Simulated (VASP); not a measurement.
# H4C (I-42m) in VASP: a series of runs, part 2 of 2

VASP 6.6.1. Earlier steps stand in the parts before.

## 3. Single point, PBEsol (strain -0.0150 x Voigt [1, 0, 0, 0, 0, 0])

File INCAR:

```
PREC = Accurate ; ENCUT = 520
EDIFF = 1E-7 ; ISMEAR = 0
SIGMA = 0.05 ; LREAL = F
LASPH = T ; NELM = 80
ALGO = Normal ; ISIF = 2
LWAVE = F ; LCHARG = T
GGA = PS ; LELF = T
LVHAR = T ; NBANDS = 12
```

File KPOINTS:

```
regular mesh
0
Gamma
  6 6 6
```

File POSCAR:

```
H4C
1.0
   -2.4417408107      2.4789246809      2.4789246809
    2.4417408107     -2.4789246809      2.4789246809
    2.4417408107      2.4789246809     -2.4789246809
H C
4 1
Direct
    0.0000000000      0.0000000000      0.7463128700
    0.7463128700      0.0000000000      0.0000000000
    0.0000000000      0.7463128700      0.0000000000
    0.2536871300      0.2536871300      0.2536871300
    0.0000000000      0.0000000000      0.0000000000
```

Potentials or basis: VASP PAW PBE potentials, release 64 (H, C).

Started as:

```
cat potpaw_PBE.64/H/POTCAR potpaw_PBE.64/C/POTCAR > POTCAR
mpirun -np 1 vasp_std > vasp.out
```

OUTCAR:

```text
PREC = Accurate
   ENCUT = 520
   EDIFF = 1E-7
   ISMEAR = 0
   LREAL = F
   LASPH = T
   NELM = 80
   ISIF = 2
   GGA = PS

 ion  position               nearest neighbor table
   1  0.000  0.000  0.746-   5 1.08
   2  0.746  0.000  0.000-   5 1.08
   3  0.000  0.746  0.000-   5 1.08
   4  0.254  0.254  0.254-   5 1.08
   5  0.000  0.000  0.000-   1 1.08   2 1.08   3 1.08   4 1.08

  LATTYP: Found a body centered tetragonal cell.
 ALAT       =     4.9578493618
 C/A-ratio  =     0.9850000000

  Lattice vectors:

 A1 = (  -2.4417408107,   2.4789246809,  -2.4789246809)
 A2 = (  -2.4417408107,  -2.4789246809,   2.4789246809)
 A3 = (   2.4417408107,   2.4789246809,   2.4789246809)

Analysis of symmetry for initial positions (statically):
=====================================================================
 Subroutine PRICEL returns:
 Original cell was already a primitive cell.

 Routine SETGRP: Setting up the symmetry group for a
 body centered tetragonal supercell.

 Subroutine GETGRP returns: Found  8 space group operations
 (whereof  8 operations were pure point group operations)
 out of a pool of 16 trial point group operations.

The static configuration has the point symmetry D_2d.

Analysis of symmetry for dynamics (positions and initial velocities):
=====================================================================
 Subroutine PRICEL returns:
 Original cell was already a primitive cell.

 Routine SETGRP: Setting up the symmetry group for a
 body centered tetragonal supercell.

 Subroutine GETGRP returns: Found  8 space group operations
 (whereof  8 operations were pure point group operations)
 out of a pool of 16 trial point group operations.

The dynamic configuration has the point symmetry D_2d.

 Subroutine INISYM returns: Found  8 space group operations
 (whereof  8 operations are pure point group operations),
 and found     1 'primitive' translations

----------------------------------------------------------------------------------------

                                     Primitive cell

  volume of cell :      60.0186

  direct lattice vectors                    reciprocal lattice vectors
    -2.441740811  2.478924681  2.478924681     0.000000000  0.201700360  0.201700360
     2.441740811 -2.478924681  2.478924681     0.204771939  0.000000000  0.201700360
     2.441740811  2.478924681 -2.478924681     0.204771939  0.201700360  0.000000000

  length of vectors
     4.272263257  4.272263257  4.272263257     0.285247384  0.287427525  0.287427525

  position of ions in fractional coordinates (direct lattice)
     0.000000000  1.000000000  0.746312870
     0.746312870  0.000000000  0.000000000
     0.000000000  0.746312870  1.000000000
     0.253687130  0.253687130  0.253687130
     0.000000000  0.000000000  0.000000000

  ion indices of the primitive-cell ions
   primitive index   ion index
                 1           1
                 2           2
                 3           3
                 4           4
                 5           5

[... 53 lines left out ...]
   k-points           NKPTS =     30   k-points in BZ     NKDIM =     30   number of bands    NBANDS=     12
   number of dos      NEDOS =    301   number of ions     NIONS =      5
   total plane-waves  NPLWV =  32768
   dimension x,y,z NGX =    32 NGY =   32 NGZ =   32
   dimension x,y,z NGXF=    64 NGYF=   64 NGZF=   64
   ions per type =               4   1
   NGX,Y,Z   is equivalent  to a cutoff of  12.45, 12.45, 12.45 a.u.
   NGXF,Y,Z  is equivalent  to a cutoff of  24.90, 24.90, 24.90 a.u.
 SYSTEM =  unknown system
   PREC   = accura    normal or accurate (medium, high low for compatibility)
   ISTART =      0    job   : 0-new  1-cont  2-samecut
   ICHARG =      2    charge: 1-file 2-atom 10-const
   ISPIN  =      1    spin polarized calculation?
   LNONCOLLINEAR =      F non collinear calculations
   LSORBIT =      F    spin-orbit coupling
   LASPH  =      T    aspherical Exc in radial PAW
   ENCUT  =  520.0 eV  38.22 Ry    6.18 a.u.   7.94  7.94  7.94*2*pi/ulx,y,z
   NELM   =     80;   NELMIN=  2; NELMDL= -5     # of ELM steps
   EDIFF  = 0.1E-06   stopping-criterion for ELM
   LREAL  =      F    real-space projection
   EDIFFG = 0.1E-05   stopping-criterion for IOM
   NSW    =      0    number of steps for IOM
   IBRION =     -1    ionic relax: 0-MD 1-quasi-New 2-CG
   NFREE  =      0    steps in history (QN), initial steepest desc. (CG)
   ISIF   =      2    stress and relaxation
   ISYM   =      2    0-nonsym 1-usesym 2-fastsym
   POTIM  = 0.5000    time-step for ionic-motion
   TEBEG  =    0.0;   TEEND  =   0.0 temperature during run
   PSTRESS=    0.0 pullay stress
   NELECT =       8.0000    total number of electrons
   NUPDOWN=      -1.0000    fix difference up-down
   EMIN   =  10.00;   EMAX   =-10.00  energy-range for DOS
   EFERMI =   0.00;   METHOD = LEGACY
   ISMEAR =     0;   SIGMA  =   0.05  broadening in eV -4-tet -1-fermi 0-gaus
   EFERMI_NEDOS =   21; number of points for ismear=-14 and -15
   IALGO  =     38    algorithm
   IMIX   =      4    mixing-type and parameters
     AMIX     =   0.40;   BMIX     =  1.00
     AMIX_MAG =   1.60;   BMIX_MAG =  1.00
  volume/ion in A,a.u.               =      12.00        81.01
  Fermi-wavevector in a.u.,A,eV,Ry     =   0.836263  1.580307  9.515036  0.699335
  Thomas-Fermi vector in A             =   1.949958
   LORBIT       =      0    0 simple, 1 ext, 2 COOP (PROOUT), +10 PAW based schemes
   GGA     = PS    functional components
   LHFCALC =     F    Hartree Fock is set to
   AEXX    =    0.0000 exact exchange contribution
   IVDW    =     0    specifies the selected vdW correction
   LEPSILON=     F    determine dielectric tensor
   LRPA    =     F    only Hartree local field effects (RPA)
 non-spin polarized calculation
 Gauss-broadening in eV      SIGMA  =   0.05
  energy-cutoff  :      520.00
  volume of cell :       60.02
 maximum number of plane-waves:      1630
   NGX = 15   NGY = 15   NGZ = 15

 number of electron       7.9999998 magnetization

 Free energy of the ion-electron system (eV)
  ---------------------------------------------------
  ext. energy  EPLUGINS =         0.00000000
  ---------------------------------------------------
  free energy    TOTEN  =       -23.95834243 eV

  energy without entropy =      -23.95834243  energy(sigma->0) =      -23.95834243

 E-fermi :  -6.6249     XC(G=0):  -5.7040

 val. band max:       -6.8475212737   @ k =   0.0000   0.0000   0.0000
 cond. band min:       0.8043090778   @ k =   0.0000   0.0000   0.0000
 fundamental gap:      7.6518303515
 Fermi energy:        -6.6248829249

 k-point     1 :       0.0000    0.0000    0.0000
  band No.  band energies     occupation
      1     -15.1040      2.00000
      2      -6.9501      2.00000
      3      -6.9501      2.00000
      4      -6.8475      2.00000
      5       0.8043      0.00000
      6       5.5031      0.00000
      7       5.6789      0.00000
      8       5.6789      0.00000
      9       9.5959      0.00000
     10       9.7418      0.00000
     11      10.3313      0.00000
     12      10.3313      0.00000
[... 331 lines left out ...]
 k-point    24 :       0.3333   -0.1667    0.1667
  band No.  band energies     occupation
      1     -14.8972      2.00000
      2      -7.5271      2.00000
      3      -7.1208      2.00000
      4      -7.1131      2.00000
      5       2.6388      0.00000
      6       4.7194      0.00000
      7       5.1735      0.00000
      8       6.4679      0.00000
      9       7.4483      0.00000
     10       9.0063      0.00000
     11      11.1337      0.00000
     12      12.1616      0.00000

 [... further k-points ...]

------------------------ aborting loop because EDIFF is reached ----------------------------------------

  FORCE on cell =-STRESS in cart. coord.  units (eV):
  Direction    XX          YY          ZZ          XY          YZ          ZX
  --------------------------------------------------------------------------------------
  -------------------------------------------------------------------------------------
  Total        0.8008711      0.6240730      0.6240730      0.0000000      0.0000000     -0.0000000
  in kB       21.3789806     16.6594157     16.6594157      0.0000000      0.0000000     -0.0000000
  external PRESSURE =      18.2326040 kB  Pullay stress =       0.0000000 kB

 VOLUME and BASIS-vectors are now :
 -----------------------------------------------------------------------------
  energy-cutoff  :      520.00
  volume of cell :       60.02
      direct lattice vectors                 reciprocal lattice vectors
    -2.441740811  2.478924681  2.478924681     0.000000000  0.201700360  0.201700360
     2.441740811 -2.478924681  2.478924681     0.204771939  0.000000000  0.201700360
     2.441740811  2.478924681 -2.478924681     0.204771939  0.201700360  0.000000000

 POSITION                                       TOTAL-FORCE (eV/Angst)
 -----------------------------------------------------------------------------------
      1.82230      1.85005     -1.85005        -0.352940     -0.278140      0.278140
     -1.82230      1.85005      1.85005         0.352940     -0.278140     -0.278140
      1.82230     -1.85005      1.85005        -0.352940      0.278140     -0.278140
      0.61944      0.62887      0.62887         0.352940      0.278140      0.278140
      0.00000      0.00000      0.00000         0.000000     -0.000000     -0.000000
 -----------------------------------------------------------------------------------
    total drift:                               -0.000000     -0.000000     -0.000000

  FREE ENERGIE OF THE ION-ELECTRON SYSTEM (eV)
  ---------------------------------------------------
  free  energy   TOTEN  =       -23.9583424317 eV

  energy  without entropy=      -23.9583424317  energy(sigma->0) =      -23.95834243
```

OSZICAR:

```text
N       E                     dE             d eps       ncg     rms          rms(c)
DAV:   1     0.559837552276E+01    0.55984E+01   -0.32111E+03   720   0.525E+02
DAV:   2    -0.252705731909E+02   -0.30869E+02   -0.30090E+02   888   0.993E+01
DAV:   3    -0.273289927703E+02   -0.20584E+01   -0.20540E+01   908   0.253E+01
DAV:   4    -0.273528749780E+02   -0.23882E-01   -0.23878E-01   844   0.331E+00
DAV:   5    -0.273531014831E+02   -0.22651E-03   -0.22650E-03  1004   0.308E-01    0.887E+00
DAV:   6    -0.243575302990E+02    0.29956E+01   -0.77682E+00   828   0.117E+01    0.422E+00
DAV:   7    -0.240108364514E+02    0.34669E+00   -0.10322E+00   876   0.475E+00    0.225E+00
DAV:   8    -0.239541005126E+02    0.56736E-01   -0.11142E-01   836   0.189E+00    0.298E-01
DAV:   9    -0.239552203856E+02   -0.11199E-02   -0.54977E-03   892   0.366E-01    0.172E-01
DAV:  10    -0.239581427026E+02   -0.29223E-02   -0.23080E-03   744   0.272E-01    0.413E-02
DAV:  11    -0.239583299775E+02   -0.18727E-03   -0.19918E-04   860   0.867E-02    0.116E-02
DAV:  12    -0.239583430312E+02   -0.13054E-04   -0.14650E-05   804   0.249E-02    0.658E-03
DAV:  13    -0.239583424392E+02    0.59194E-06   -0.17145E-06   904   0.523E-03    0.791E-04
DAV:  14    -0.239583424317E+02    0.75118E-08   -0.87031E-08   808   0.198E-03
   1 F= -.23958342E+02 E0= -.23958342E+02  d E =-.320456E-12
```

Run time: 7.6 s. Hardware: 1 thread of Intel Xeon 6975P-C (Granite Rapids), shared host; peak memory 0.17 GiB.

What came out:

- Free energy: -23.9583 eV
- Pressure: 1.8 GPa
- Largest force: 0.528 eV/Å
- Band gap on the k mesh: 7.65 eV, direct

Forces on the atoms (eV/Å):
```
H   -0.353 -0.278  0.278
H    0.353 -0.278 -0.278
H   -0.353  0.278 -0.278
H    0.353  0.278  0.278
C    0.000  0.000  0.000
```

Levels at points of the mesh, in eV from the valence-band top:
| k point | band 1 | band 2 | band 3 | band 4 | band 5 | band 6 | band 7 | band 8 |
| --- | --- | --- | --- | --- | --- | --- | --- | --- |
| (0.00, 0.00, 0.00) | -8.26 | -0.10 | -0.10 | 0.00 | 7.65 | 12.35 | 12.53 | 12.53 |
| (0.50, 0.00, 0.00) | -8.03 | -0.90 | -0.26 | -0.11 | 9.63 | 11.09 | 11.32 | 15.51 |
| (0.00, 0.50, 0.00) | -8.03 | -0.85 | -0.37 | -0.07 | 9.64 | 11.15 | 11.20 | 15.62 |
| (0.50, 0.50, 0.50) | -7.88 | -0.68 | -0.68 | -0.55 | 10.77 | 10.85 | 13.73 | 13.73 |

Caveat: the cell differs from its parent crystal (strain -0.0150 x Voigt [1, 0, 0, 0, 0, 0]); the PAW data sets were made with another functional, which shifts forces and pressure a little. A k mesh can miss the band edges.

## 4. Single point, PBEsol (strain +0.0150 x Voigt [1, 0, 0, 0, 0, 0])

File INCAR:

```
SYSTEM = H4C
PREC = Accurate
ENCUT = 520
EDIFF = 1E-7
ISMEAR = 0
SIGMA = 0.05
LREAL = .False.
LASPH = .True.
NELM = 60
ALGO = Normal
ISIF = 2
LWAVE = .False.
LCHARG = .True.
GGA = PS
LELF = .True.
LVHAR = .True.
NBANDS = 12
```

File KPOINTS:

```
Automatic mesh
0
Gamma
  6 6 6
  0 0 0
```

Changes to POSCAR since step 3:

```diff
@@ -2,5 +2,5 @@
 1.0
-   -2.4417408107      2.4789246809      2.4789246809
-    2.4417408107     -2.4789246809      2.4789246809
-    2.4417408107      2.4789246809     -2.4789246809
+   -2.5161085511      2.4789246809      2.4789246809
+    2.5161085511     -2.4789246809      2.4789246809
+    2.5161085511      2.4789246809     -2.4789246809
 H C
```

Started as:

```
cat potpaw_PBE.64/H/POTCAR potpaw_PBE.64/C/POTCAR > POTCAR
mpirun -np 1 vasp_std > vasp.out
```

Wall time 7.6 s (1 thread of Intel Xeon 6975P-C (Granite Rapids), shared host); peak memory 0.17 GiB.

It converged, with:

```yaml
Free_energy: -23.9725 eV
Pressure: 0.4 GPa
Largest_force: 0.167 eV/Å
Band_gap_on_the_k_mesh: 7.60 eV, direct
```

Forces in eV/Å, atoms in the order of the input:
```
H   -0.039 -0.115  0.115
H    0.039 -0.115 -0.115
H   -0.039  0.115 -0.115
H    0.039  0.115  0.115
C    0.000  0.000  0.000
```

Stress tensor (GPa, compression positive):
```
0.04 0.00 0.00
0.00 0.54 0.00
0.00 0.00 0.54
```

Levels at points of the mesh, in eV from the valence-band top:
```csv
k point,band 1,band 2,band 3,band 4,band 5,band 6,band 7,band 8,band 9
"(0.00, 0.00, 0.00)",-8.15,-0.10,0.00,0.00,7.60,12.29,12.29,12.46,16.30
"(0.50, 0.00, 0.00)",-7.94,-0.76,-0.36,-0.02,9.58,11.08,11.08,15.44,15.62
"(0.00, 0.50, 0.00)",-7.94,-0.82,-0.25,-0.06,9.57,11.02,11.20,15.37,15.67
"(0.50, 0.50, 0.50)",-7.80,-0.66,-0.54,-0.54,10.74,10.82,13.52,13.67,13.67
```

Caveat: the cell differs from its parent crystal (strain +0.0150 x Voigt [1, 0, 0, 0, 0, 0]); the PAW data sets were made with another functional, which shifts forces and pressure a little. A k mesh can miss the band edges.

## 5. Single point, PBEsol (strain +0.0300 x Voigt [1, 0, 0, 0, 0, 0])

File INCAR:

```
SYSTEM = H4C
PREC = Accurate ; ENCUT = 520
EDIFF = 1E-6 ; ISMEAR = 0
SIGMA = 0.05 ; LREAL = .False.
LASPH = .True. ; NELM = 60
ALGO = Normal ; ISIF = 2
LWAVE = .False. ; LCHARG = .True.
GGA = PS ; LELF = .True.
LVHAR = .True. ; NBANDS = 12
```

KPOINTS is that of step 4.

Changes to POSCAR since step 4:

```diff
@@ -2,5 +2,5 @@
 1.0
-   -2.5161085511      2.4789246809      2.4789246809
-    2.5161085511     -2.4789246809      2.4789246809
-    2.5161085511      2.4789246809     -2.4789246809
+   -2.5532924213      2.4789246809      2.4789246809
+    2.5532924213     -2.4789246809      2.4789246809
+    2.5532924213      2.4789246809     -2.4789246809
 H C
```

Started as:

```
cat potpaw_PBE.64/H/POTCAR potpaw_PBE.64/C/POTCAR > POTCAR
mpirun -np 1 vasp_std > vasp.out
```

Wall time 7.1 s (1 thread of Intel Xeon 6975P-C (Granite Rapids), shared host); peak memory 0.17 GiB.

It converged, with:

```yaml
Free_energy: -23.9707 eV
Pressure: -0.3 GPa
Largest_force: 0.127 eV/Å
Band_gap_on_the_k_mesh: 7.52 eV, direct
```

Forces on the atoms (eV/Å):
```
H    0.115 -0.038  0.038
H   -0.115 -0.038 -0.038
H    0.115  0.038 -0.038
H   -0.115  0.038  0.038
C    0.000  0.000  0.000
```

Stress tensor (GPa, compression positive):
```
-0.98  0.00  0.00
 0.00  0.04  0.00
 0.00  0.00  0.04
```

Levels at points of the mesh, in eV from the valence-band top:
```
           k point  band 1  band 2  band 3  band 4  band 5  band 6  band 7  band 8  band 9
(0.00, 0.00, 0.00)   -8.15   -0.20    0.00    0.00    7.52   12.13   12.13   12.46   16.11
(0.50, 0.00, 0.00)   -7.95   -0.74   -0.46   -0.02    9.51   10.91   11.03   15.28   15.48
(0.00, 0.50, 0.00)   -7.95   -0.86   -0.24   -0.10    9.49   10.91   11.15   15.18   15.49
(0.50, 0.50, 0.50)   -7.81   -0.76   -0.52   -0.52   10.64   10.79   13.30   13.58   13.58
```

Caveat: the cell differs from its parent crystal (strain +0.0300 x Voigt [1, 0, 0, 0, 0, 0]); the PAW data sets were made with another functional, which shifts forces and pressure a little. A k mesh can miss the band edges.

## 6. The runs side by side

```csv
cell,gap on the mesh (eV),pressure (GPa),largest force (eV/Å)
"a = 4.251 Å, angles 111.1, 108.7, 108.7°, 5 atoms",7.63,2.6,0.73
"a = 4.272 Å, angles 110.3, 109.1, 109.1°, 5 atoms",7.65,1.8,0.53
"a = 4.315 Å, angles 108.7, 109.9, 109.9°, 5 atoms",7.60,0.4,0.17
"a = 4.337 Å, angles 107.9, 110.3, 110.3°, 5 atoms",7.52,-0.3,0.13
```

Alike in all rows: task single point; level PBEsol; potentials or basis VASP PAW PBE potentials, release 64 (H, C); no spin polarisation; k mesh 6 × 6 × 6; cutoff (eV) 520; smearing gaussian 0.05 eV.

Caveats: the PAW data sets were made with another functional, which shifts forces and pressure a little.

Total energies depend on the potentials used, so only differences within one code and one set of settings carry meaning.
